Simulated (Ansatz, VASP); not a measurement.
# Bi: VASP beside Ansatz

Contents of POSCAR:

```
Bi
1.0
    3.3767310229      0.0000000000      0.0000000000
   -1.6883655115      2.9243348476      0.0000000000
    0.0000000000      0.0000000000      5.5556743556
Bi
2
Direct
    0.3333333333      0.6666666667      0.2500000000
    0.6666666667      0.3333333333      0.7500000000
```

INCAR.step1

```
ALGO = Normal
EDIFF = 1E-4
ENCUT = 520
GGA = PE
ISMEAR = -1
LASPH = True
LCHARG = False
LREAL = False
LWAVE = True
NBANDS = 22
NELM = 80
PREC = Accurate
SIGMA = 0.1
```

Contents of INCAR.step2:

```
ALGO = Normal
EDIFF = 1E-6
ENCUT = 520
ISIF = 2
ISMEAR = -1
ISTART = 1
LASPH = True
LCHARG = False
LMIXTAU = True
LREAL = False
LWAVE = False
METAGGA = R2SCAN
NBANDS = 22
NELM = 80
PREC = Accurate
SIGMA = 0.1
```

The input KPOINTS:

```
k-points
0
Gamma
  12 12 6
```

Input for Ansatz:

```yaml
crystal:
  lattice:
    - [3.3767310229, 0.0, 0.0]
    - [-1.6883655115, 2.9243348476, 0.0]
    - [0.0, 0.0, 5.5556743556]
  atoms:
    - { symbol: Bi, position: [0.3333333333, 0.6666666667, 0.25] }
    - { symbol: Bi, position: [0.6666666667, 0.3333333333, 0.75] }
hamiltonian:
  xc: r2scan
  pseudopotentials:
    kind: paw
    azcp:
      Bi: "pseudopotentials/Bi.paw.azcp"
basis:
  ecutwfc: 500
  fft_grid_basis: typed
kpoints:
  mp_grid: { grid: [12, 12, 6], shift: [0, 0, 0] }
magnetization:
  spin_polarized: false
scf:
  occupations: { method: fermi_dirac, width: 0.1 }
  lower_state_search: "off"
output:
  stress: true
```

Alike in both runs: task single point; functional r2SCAN; k mesh 12 × 12 × 6; occupations fermi-dirac, width 0.1 eV; no spin polarisation.

|  | VASP | Ansatz |
| --- | --- | --- |
| version | VASP 6.6.1 | Ansatz 0.2.0 |
| potentials or method | VASP PAW PBE potentials, release 64 (Bi_d), cutoff 520 eV | plane waves (500 eV) with PAW, scalar-relativistic |
| valence electrons in the cell | 30 | 30 |

```csv
,VASP,Ansatz,Ansatz less VASP
pressure (GPa),9.5,9.4,-0.02
"traceless stress, the component that is largest in VASP (GPa)",0.34,0.32,-0.013
```

VASP's potentials were made for PBE, not for r2SCAN. The functional is the same, so the differences come from potentials, cutoffs and numerics.

Neither program's run includes spin-orbit coupling.
